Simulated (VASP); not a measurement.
A run of VASP 6.6.1 is set up as follows.

INCAR

```
SYSTEM = Si
PREC = Accurate ; ENCUT = 520
EDIFF = 1E-6 ; ISMEAR = -1
SIGMA = 0.05 ; LREAL = .False.
LASPH = .True. ; NELM = 80
ALGO = Normal ; ISIF = 2
LWAVE = .False. ; LCHARG = .False.
GGA = CA ; NBANDS = 11
```

Contents of KPOINTS:

```
Automatic mesh
0
Gamma
  11 11 11
  0 0 0
```

Contents of POSCAR:

```
Si
1.0
   -2.3870772145      2.3870772145      1.3380687285
    2.3870772145     -2.3870772145      1.3380687285
    2.3870772145      2.3870772145     -1.3380687285
Si
2
Direct
    0.5000000000      0.5000000000      0.0000000000
    0.2500000000      0.7500000000      0.5000000000
```

Potentials or basis: VASP PAW LDA potentials, release 64 (Si).

The run is started by

```bash
$ cat potpaw_LDA.64/Si/POTCAR > POTCAR
$ mpirun -np 1 vasp_std > vasp.out
```

**Question.** Predict the band gap on the k mesh.

**Answer.** Zero (band 4 reaches 11.43 eV, above the bottom of band 5 at 5.54 eV).

**Question.** What does it give for the pressure?

**Answer.** -2.9 GPa.

Stress tensor (GPa, compression positive):
```
-2.64  0.00  0.00
 0.00 -2.64  0.00
 0.00  0.00 -3.49
```
